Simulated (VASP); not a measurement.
# Zn7O8 (a cell with a defect) in VASP: further runs, part 2 of 2

VASP 6.6.1. Earlier steps stand in the parts before.

## 4. Single point, PBE

INCAR

```
SYSTEM = Zn7O8
PREC = Accurate
ENCUT = 520
EDIFF = 1E-7
ISMEAR = 0
SIGMA = 0.02
LREAL = Auto
LASPH = .TRUE.
NELM = 100
ALGO = Normal
ISIF = 2
LWAVE = .FALSE.
LCHARG = .TRUE.
GGA = PE
LELF = .TRUE.
LVHAR = .TRUE.
NBANDS = 79
```

KPOINTS

```
Automatic mesh
0
G
  2 2 2
  0 0 0
```

POSCAR

```
Zn7O8
1.0
   -3.2494000000     -5.6281260000      0.0000000000
    4.8741000000     -2.8140630000      0.0000000000
    0.0000000000      0.0000000000      5.2038000000
Zn O
7 8
Direct
    0.4976447660      0.3314835360     -0.0151377839
    0.4704920679      0.6863102779      0.3619445405
    0.2506597148      0.1684018951      0.5080318229
    0.0059221677      0.3332644984      0.0012661901
   -0.0052702947      0.6670248260      0.5124334140
    0.7548104044      0.8319195191     -0.0067894615
    0.7490896393      0.1698832346      0.5018534532
    0.4981686269      0.3357182118      0.3753482071
    0.5139177225      0.6598172478      0.8974897191
    0.2216960286      0.8497751534      0.3887793535
    0.2497888165      0.1890178249      0.8747599831
   -0.0012975629      0.3373331895      0.3807901918
   -0.0168781914      0.6538331189      0.8791192974
    0.7432876413      0.8364196183      0.3798007225
    0.7522762824      0.1650301701      0.8849204428
```

Potentials or basis: VASP PAW PBE potentials, release 64 (Zn, O).

The run is started by

```sh
$ cat potpaw_PBE.64/Zn/POTCAR potpaw_PBE.64/O/POTCAR > POTCAR
$ mpirun -np 1 vasp_std > vasp.out
```

OUTCAR:

```text
SYSTEM = Zn7O8
   PREC = Accurate
   ENCUT = 520
   EDIFF = 1E-7
   ISMEAR = 0
   LREAL = Auto
   LASPH = .TRUE.
   NELM = 100
   ISIF = 2
   GGA = PE

 ion  position               nearest neighbor table
   1  0.498  0.331  0.985-  11 1.89   9 1.91  15 1.97   8 2.03   2 2.81
   2  0.470  0.686  0.362-  10 1.87  14 1.97   8 1.98   9 2.44   6 2.79   1 2.81
   3  0.251  0.168  0.508-  10 1.91  11 1.91   8 1.99  12 2.01
   4  0.006  0.333  0.001-  11 1.90  13 1.92  12 1.98  15 2.00
[... 874 lines left out ...]
  energy-cutoff  :      520.00
  volume of cell :      190.33
      direct lattice vectors                 reciprocal lattice vectors
    -3.249400000 -5.628126000  0.000000000    -0.076937281 -0.133259277  0.000000000
     4.874100000 -2.814063000  0.000000000     0.153874561 -0.088839518  0.000000000
     0.000000000  0.000000000  5.203800000     0.000000000  0.000000000  0.192167262

 POSITION                                       TOTAL-FORCE (eV/Angst)
 -----------------------------------------------------------------------------------
     -0.00136     -3.73362      5.12503        -0.064799     -0.035759     -0.127737
      1.81633     -4.57931      1.88349        -0.189066     -0.022588      0.357103
      0.00631     -1.88464      2.64370        -0.060507      0.092420     -0.131502
      1.60512     -0.97116      0.00659        -0.001528      0.016588      0.104212
      0.01887     -7.47551      2.66660         0.174966     -0.063224     -0.160449
      1.60218     -6.58924      5.16847         0.081217     -0.062838     -0.095448
     -1.60606     -4.69403      2.61154         0.093407      0.060004     -0.120047
      0.01757     -3.74849      1.95324        -0.049065      0.072505     -0.010887
      1.54609     -4.74916      4.67036         0.120441      0.053259      0.346598
      3.42151     -3.63905      2.02313        -0.079032     -0.029073     -0.033974
      0.10963     -1.93775      4.55208        -0.068762      0.087998     -0.023212
     -1.60099     -6.57010      1.98156         0.050855      0.046090      0.031278
     -0.00771     -7.37306      4.57476        -0.074106     -0.048483     -0.054636
      1.66155     -6.53705      1.97641         0.077158     -0.091945      0.001585
     -1.64007     -4.69831      4.60495        -0.011178     -0.074955     -0.082883
 -----------------------------------------------------------------------------------
    total drift:                               -0.002990      0.002293     -0.005197

  FREE ENERGIE OF THE ION-ELECTRON SYSTEM (eV)
  ---------------------------------------------------
  free  energy   TOTEN  =       -64.2987110802 eV

  energy  without entropy=      -64.2946132182  energy(sigma->0) =      -64.29666215
```

OSZICAR:

```text
N       E                     dE             d eps       ncg     rms          rms(c)
DAV:   1     0.166447984306E+04    0.16645E+04   -0.61395E+04  1264   0.236E+03
DAV:   2     0.269790106176E+03   -0.13947E+04   -0.13255E+04  1264   0.617E+02
DAV:   3    -0.483436978045E+02   -0.31813E+03   -0.30833E+03  1377   0.246E+02
[... 14 lines left out ...]
DAV:  18    -0.642986927340E+02   -0.18597E-04   -0.68336E-05  1568   0.771E-02    0.151E-02
DAV:  19    -0.642987079756E+02   -0.15242E-04   -0.24023E-05  1394   0.573E-02    0.764E-03
DAV:  20    -0.642987103205E+02   -0.23448E-05   -0.67831E-06  1504   0.324E-02    0.328E-03
DAV:  21    -0.642987110427E+02   -0.72217E-06   -0.25480E-06  1480   0.160E-02    0.222E-03
DAV:  22    -0.642987110802E+02   -0.37520E-07   -0.42574E-07  1368   0.752E-03
   1 F= -.64298711E+02 E0= -.64296662E+02  d E =-.409786E-02
```

stdout:

```text
POSCAR found type information on POSCAR ZnO
 POSCAR found :  2 types and      15 ions
 scaLAPACK will be used
 LDA part: xc-table for (Slater+PW92), standard interpolation
 POSCAR, INCAR and KPOINTS ok, starting setup
 FFT: planning ... GRIDC
 FFT: planning ... GRID_SOFT
 FFT: planning ... GRID
 WAVECAR not read
 entering main loop
```

It took 2.3 min on 1 thread of Intel Xeon 6975P-C (Granite Rapids), shared host; peak memory 0.3 GiB.

Results:

| Item | Value |
| --- | --- |
| Free energy | -64.2987 eV |
| Pressure | 3.9 GPa |
| Largest force | 0.405 eV/Å |
| Band gap on the k mesh | zero (band 66 reaches 0.43 eV, above the bottom of band 67 at -0.05 eV) |

Forces in eV/Å, atoms in the order of the input:
```
Zn  -0.065 -0.036 -0.128
Zn  -0.189 -0.023  0.357
Zn  -0.061  0.092 -0.132
Zn  -0.002  0.017  0.104
Zn   0.175 -0.063 -0.160
Zn   0.081 -0.063 -0.095
Zn   0.093  0.060 -0.120
O   -0.049  0.073 -0.011
O    0.120  0.053  0.347
O   -0.079 -0.029 -0.034
O   -0.069  0.088 -0.023
O    0.051  0.046  0.031
O   -0.074 -0.048 -0.055
O    0.077 -0.092  0.002
O   -0.011 -0.075 -0.083
```

Stress tensor (GPa, compression positive):
```
 3.96 -0.19  1.48
-0.19  4.07  0.75
 1.48  0.75  3.59
```

Caveat: the k points lie up to 0.60 Å⁻¹ apart.

## 5. Single point, PBE

INCAR

```
SYSTEM = Zn7O8
PREC     = Accurate       ! precision mode
ENCUT    = 520            ! plane-wave cutoff, eV
EDIFF    = 1E-7           ! SCF threshold, eV
ISMEAR   = 0              ! smearing method
SIGMA    = 0.02           ! smearing width, eV
LREAL    = Auto         
LASPH    = .TRUE.         ! aspherical terms in the spheres
NELM     = 80             ! most SCF steps
ALGO     = Normal         ! electronic algorithm
ISIF     = 2              ! what is computed and relaxed
LWAVE    = .FALSE.        ! write WAVECAR
LCHARG   = .FALSE.        ! write CHGCAR
GGA      = PE             ! functional
NBANDS   = 79             ! bands
```

KPOINTS

```
regular mesh
0
G
  2 2 2
  0 0 0
```

POSCAR

```
Zn7O8
1.0
   -3.2494000000     -5.6281260000      0.0000000000
    4.8741000000     -2.8140630000      0.0000000000
    0.0000000000      0.0000000000      5.2038000000
Zn O
7 8
Direct
    0.4990265760      0.3239691340     -0.0168213613
    0.4495303864      0.7009382322      0.2817137476
    0.2524310080      0.1735147652      0.5098633691
    0.0059889651      0.3328149901      0.0016593643
   -0.0105073391      0.6658826147      0.5134263423
    0.7618734979      0.8344184042     -0.0078613705
    0.7470805364      0.1692046727      0.4988702487
    0.4966893923      0.3357119287      0.3719249395
    0.5089184224      0.6636567821      0.9158739767
    0.2156788272      0.8536018508      0.3979184442
    0.2488626894      0.1869437277      0.8766428379
   -0.0018388543      0.3379602033      0.3809525731
   -0.0147248876      0.6535399253      0.8802845997
    0.7415202638      0.8374235131      0.3765382989
    0.7530598458      0.1653350697      0.8823223414
```

The run is started by

```sh
$ cat potpaw_PBE.64/Zn/POTCAR potpaw_PBE.64/O/POTCAR > POTCAR
$ mpirun -np 1 vasp_std > vasp.out
```

It took 2.6 min on 1 thread of Intel Xeon 6975P-C (Granite Rapids), shared host; peak memory 0.3 GiB.

It converged, with:

```yaml
Free_energy: -64.1811 eV
Pressure: 4.6 GPa
Largest_force: 0.905 eV/Å
Band_gap_on_the_k_mesh: zero (band 66 reaches 0.40 eV, above the bottom of band 67 at -0.04 eV)
```

Forces on the atoms (eV/Å):
```
Zn  -0.124 -0.028 -0.175
Zn  -0.347 -0.151  0.822
Zn  -0.028  0.065 -0.145
Zn  -0.001  0.009  0.137
Zn   0.229  0.008 -0.197
Zn   0.070 -0.134 -0.113
Zn   0.139  0.096 -0.209
O    0.205 -0.021 -0.033
O   -0.008 -0.028  0.205
O   -0.039 -0.013 -0.046
O   -0.083  0.120 -0.025
O    0.058  0.074  0.036
O   -0.180 -0.105 -0.088
O    0.150  0.235 -0.002
O   -0.044 -0.128 -0.167
```

Stress tensor (GPa, compression positive):
```
4.26 0.03 2.74
0.03 3.89 1.36
2.74 1.36 5.61
```

Levels at points of the mesh, in eV from the Fermi level:
```tsv
k point	band 64	band 65	band 66	band 67	band 68	band 69
(0.00, 0.00, 0.00)	-0.26	0.29	0.32	0.34	1.89	5.96
(0.50, 0.00, 0.00)	-0.10	-0.02	-0.01	0.17	3.57	4.02
(0.00, 0.50, 0.00)	-0.16	-0.10	0.00	0.12	3.85	4.39
(0.50, 0.50, 0.00)	-0.28	-0.27	-0.07	-0.01	4.81	5.08
(0.00, 0.00, 0.50)	-0.10	-0.07	0.09	0.12	4.04	4.57
(0.50, 0.00, 0.50)	-0.37	-0.30	-0.25	-0.03	5.05	5.25
(0.00, 0.50, 0.50)	-0.50	-0.41	-0.15	-0.10	5.18	5.37
(0.50, 0.50, 0.50)	-0.56	-0.40	-0.30	-0.12	5.74	5.94
```

Caveat: the k points lie up to 0.60 Å⁻¹ apart.

## 6. Single point, PBE

INCAR

```
ALGO = Normal
EDIFF = 1E-6
ENCUT = 520
GGA = PE
ISIF = 2
ISMEAR = 0
LASPH = True
LCHARG = True
LELF = True
LREAL = Auto
LVHAR = True
LWAVE = False
NBANDS = 79
NELM = 80
PREC = Accurate
SIGMA = 0.02
```

KPOINTS

```
k-points
0
Gamma
  2 2 2
```

POSCAR

```
Zn7O8
1.0
   -3.2494000000     -5.6281260000      0.0000000000
    4.8741000000     -2.8140630000      0.0000000000
    0.0000000000      0.0000000000      5.2038000000
Zn O
7 8
Direct
    0.5003323869      0.3223343915     -0.0130698720
    0.4105805186      0.7283195538      0.2196710096
    0.2536262779      0.1773380167      0.5112081556
    0.0051551290      0.3323220853      0.0011155310
   -0.0137482326      0.6647092782      0.5151831354
    0.7642854581      0.8344262874     -0.0040787501
    0.7458110675      0.1680077312      0.4974607018
    0.4971116573      0.3256231139      0.3690889350
    0.5116629205      0.6618375687      0.8988981129
    0.2123760019      0.8555164195      0.4125033629
    0.2483674002      0.1860054226      0.8782445521
   -0.0019979510      0.3385580636      0.3806274261
   -0.0136327174      0.6532048682      0.8812229525
    0.7497749071      0.8413199531      0.3739244398
    0.7531666164      0.1650767533      0.8800071102
```

Potentials or basis: VASP PAW PBE potentials, release 64 (Zn, O).

The run is started by

```sh
$ cat potpaw_PBE.64/Zn/POTCAR potpaw_PBE.64/O/POTCAR > POTCAR
$ mpirun -np 1 vasp_std > vasp.out
```

Run time: 2.4 min. Hardware: 1 thread of Intel Xeon 6975P-C (Granite Rapids), shared host; peak memory 0.3 GiB.

It converged, with:

```yaml
Free_energy: -63.7003 eV
Pressure: 5.7 GPa
Largest_force: 0.778 eV/Å
Band_gap_on_the_k_mesh: zero (band 66 reaches 0.38 eV, above the bottom of band 67 at -0.10 eV)
```

Forces on the atoms (eV/Å):
```
Zn  -0.117 -0.074 -0.122
Zn  -0.346 -0.245  0.653
Zn   0.069  0.021 -0.047
Zn  -0.025  0.051  0.173
Zn   0.220  0.128 -0.112
Zn   0.044 -0.123 -0.048
Zn   0.117  0.048 -0.169
O    0.223 -0.019 -0.113
O   -0.234 -0.169 -0.078
O    0.216  0.135  0.081
O   -0.054  0.053  0.044
O    0.072  0.060  0.038
O   -0.220 -0.084 -0.036
O    0.156  0.350 -0.098
O   -0.120 -0.131 -0.167
```

Stress tensor (GPa, compression positive):
```
5.67 0.38 3.85
0.38 4.66 2.09
3.85 2.09 6.69
```

Levels at points of the mesh, in eV from the Fermi level:
```csv
k point,band 63,band 64,band 65,band 66,band 67,band 68,band 69,band 70
"(0.00, 0.00, 0.00)",-0.26,-0.23,0.23,0.28,0.28,1.94,5.89,6.14
"(0.50, 0.00, 0.00)",-0.38,-0.11,-0.07,-0.01,0.09,3.63,3.94,7.04
"(0.00, 0.50, 0.00)",-0.33,-0.16,-0.12,-0.01,0.06,3.81,4.32,6.32
"(0.50, 0.50, 0.00)",-0.44,-0.31,-0.20,-0.16,0.01,4.79,5.00,5.19
"(0.00, 0.00, 0.50)",-0.47,-0.08,-0.02,0.01,0.08,4.09,4.54,5.94
"(0.50, 0.00, 0.50)",-0.52,-0.44,-0.32,-0.23,-0.11,4.91,5.35,5.46
"(0.00, 0.50, 0.50)",-0.64,-0.49,-0.38,-0.20,-0.13,5.11,5.14,5.43
"(0.50, 0.50, 0.50)",-0.70,-0.59,-0.37,-0.34,-0.21,5.48,5.64,5.96
```

Caveat: the k points lie up to 0.60 Å⁻¹ apart.

## 7. Single point, PBE

INCAR

```
SYSTEM = Zn7O8
ALGO = Normal
EDIFF = 1E-7
ENCUT = 520
GGA = PE
ISIF = 2
ISMEAR = 0
LASPH = .True.
LCHARG = .False.
LREAL = Auto
LWAVE = .False.
NBANDS = 79
NELM = 80
PREC = Accurate
SIGMA = 0.02
```

KPOINTS

```
k-points
0
Gamma
  2 2 2
  0 0 0
```

POSCAR

```
Zn7O8
1.0
   -3.2494000000     -5.6281260000      0.0000000000
    4.8741000000     -2.8140630000      0.0000000000
    0.0000000000      0.0000000000      5.2038000000
Zn O
7 8
Direct
    0.4998404037      0.3265325717     -0.0098347362
    0.3700398373      0.7550467671      0.1615669319
    0.2531409362      0.1787546743      0.5108268957
    0.0035665505      0.3321674051     -0.0010428917
   -0.0151752999      0.6652311977      0.5153524348
    0.7614168934      0.8331045841     -0.0016793497
    0.7445496577      0.1668639662      0.4968342365
    0.4988137376      0.3167258282      0.3678227449
    0.5139729386      0.6604061604      0.8861787540
    0.2159848591      0.8534663222      0.4208449595
    0.2488403509      0.1830208318      0.8799044929
   -0.0024203916      0.3391943496      0.3807452246
   -0.0104977039      0.6551034572      0.8822629617
    0.7577786485      0.8441269035      0.3731546178
    0.7523020199      0.1645376959      0.8777677851
```

The run is started by

```sh
$ cat potpaw_PBE.64/Zn/POTCAR potpaw_PBE.64/O/POTCAR > POTCAR
$ mpirun -np 1 vasp_std > vasp.out
```

Wall time 2.9 min (1 thread of Intel Xeon 6975P-C (Granite Rapids), shared host); peak memory 0.3 GiB.

Results (log left out):

| Property | Result |
| --- | --- |
| Free energy | -63.6487 eV |
| Pressure | 5.7 GPa |
| Largest force | 0.527 eV/Å |
| Band gap on the k mesh | zero (band 66 reaches 0.34 eV, above the bottom of band 67 at -0.03 eV) |

Forces in eV/Å, atoms in the order of the input:
```
Zn  -0.126 -0.127 -0.048
Zn   0.467  0.238 -0.052
Zn   0.065  0.026  0.028
Zn  -0.053  0.082  0.186
Zn   0.174  0.094 -0.019
Zn  -0.009 -0.114  0.015
Zn   0.052  0.012 -0.085
O    0.020  0.030 -0.078
O   -0.275 -0.217 -0.120
O    0.001  0.011  0.090
O   -0.112  0.040  0.139
O    0.069  0.043  0.063
O   -0.213 -0.171  0.071
O    0.080  0.149 -0.072
O   -0.141 -0.096 -0.118
```

Stress tensor (GPa, compression positive):
```
5.74 0.40 3.20
0.40 5.22 1.79
3.20 1.79 6.27
```

Levels at points of the mesh, in eV from the Fermi level:
| k point | band 64 | band 65 | band 66 | band 67 | band 68 | band 69 |
| --- | --- | --- | --- | --- | --- | --- |
| (0.00, 0.00, 0.00) | -0.19 | 0.14 | 0.22 | 0.26 | 1.98 | 5.96 |
| (0.50, 0.00, 0.00) | -0.13 | -0.11 | 0.01 | 0.05 | 3.64 | 3.88 |
| (0.00, 0.50, 0.00) | -0.19 | -0.13 | -0.04 | -0.01 | 3.77 | 4.30 |
| (0.50, 0.50, 0.00) | -0.44 | -0.24 | -0.13 | 0.06 | 4.76 | 4.96 |
| (0.00, 0.00, 0.50) | -0.10 | -0.04 | 0.02 | 0.07 | 4.17 | 4.51 |
| (0.50, 0.00, 0.50) | -0.48 | -0.33 | -0.24 | -0.03 | 4.84 | 5.27 |
| (0.00, 0.50, 0.50) | -0.52 | -0.30 | -0.27 | -0.12 | 4.96 | 5.05 |
| (0.50, 0.50, 0.50) | -0.60 | -0.46 | -0.29 | -0.16 | 5.29 | 5.44 |

Caveat: the k points lie up to 0.60 Å⁻¹ apart.
